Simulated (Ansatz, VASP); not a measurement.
Two plane-wave programs on Ta2SiO3

```
Ta Si O
1.0
     6.58438    0.00000    0.00000
    -3.29219    5.70224    0.00000
     0.00000    0.00000    2.87870
Ta Si O
2 1 3
Direct
  0.33333 0.66667 0.50000
  0.66667 0.33333 0.50000
  0.00000 0.00000 0.00000
  0.50000 0.00000 0.50000
  0.00000 0.50000 0.50000
  0.50000 0.50000 0.50000
```

Alike in both runs: task single point; functional PBE; k mesh 6 × 6 × 14; occupations gaussian, width 0.1 eV; no spin polarisation.

```csv
,VASP,Ansatz
version,VASP 6.6.1,Ansatz 0.2.0
potentials or method,"VASP PAW PBE potentials, release 64 (Ta_sv_GW, Si, O), cutoff 700 eV","scalar-relativistic, plane waves, PAW"
valence electrons in the cell,48,48
```

```csv
,VASP,Ansatz,Ansatz less VASP
gap on the k mesh at the Fermi level (eV),none,none,-
pressure (GPa),0.0,0.0,-0.04
"traceless stress, the component that is largest in VASP (GPa)",-0.33,0.01,+0.339
```

A gap of «none» marks a metal or a gap that the smearing closes.

Spin-orbit coupling is off throughout.
